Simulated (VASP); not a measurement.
# GaN: single point with r2SCAN

GaN:

```
Ga N
1.0
     2.23770    2.23770    0.00000
    -2.23770    2.23770    0.00000
     0.00000    2.23770    2.25569
Ga N
1 1
Direct
  0.00000 0.00000 0.00000
  0.25000 0.75000 0.50000
```

This cell differs from its parent crystal: in-plane strain -0.005.

```yaml
Program: VASP 6.6.1
Task: single point
Functional: r2SCAN
Potentials_or_basis: VASP PAW PBE potentials, release 64 (Ga_d, N)
Cutoff: 520 eV
k_mesh: 10 × 10 × 10
Occupations: gaussian, width 0.01 eV
Spin: no spin polarisation
```

- Pressure: 2.5 GPa
- Band gap on the k mesh: 2.19 eV, direct

Stress tensor (GPa, compression positive):
```
2.88 0.00 0.00
0.00 2.88 0.00
0.00 0.00 1.81
```

Levels at points of the mesh, in eV from the valence-band top:
| k point | band 6 | band 7 | band 8 | band 9 | band 10 | band 11 | band 12 | band 13 |
| --- | --- | --- | --- | --- | --- | --- | --- | --- |
| (0.00, 0.00, 0.00) | -13.49 | -0.04 | 0.00 | 0.00 | 2.19 | 11.07 | 11.07 | 11.09 |
| (0.50, 0.00, 0.00) | -12.36 | -7.26 | -1.06 | -1.00 | 5.24 | 9.50 | 11.00 | 11.12 |
| (0.50, 0.50, 0.00) | -11.97 | -6.26 | -2.87 | -2.86 | 3.74 | 7.26 | 12.71 | 14.96 |
| (0.00, 0.00, 0.50) | -12.01 | -6.35 | -2.80 | -2.80 | 3.80 | 7.40 | 12.59 | 15.11 |

Run time: 91 s on 1 thread of Intel Xeon 6975P-C, on a shared host, peak memory 0.17 GiB.

Caveat: the cell differs from its parent crystal (in-plane strain -0.005); the PAW data sets were made with another functional, which shifts forces and pressure a little.
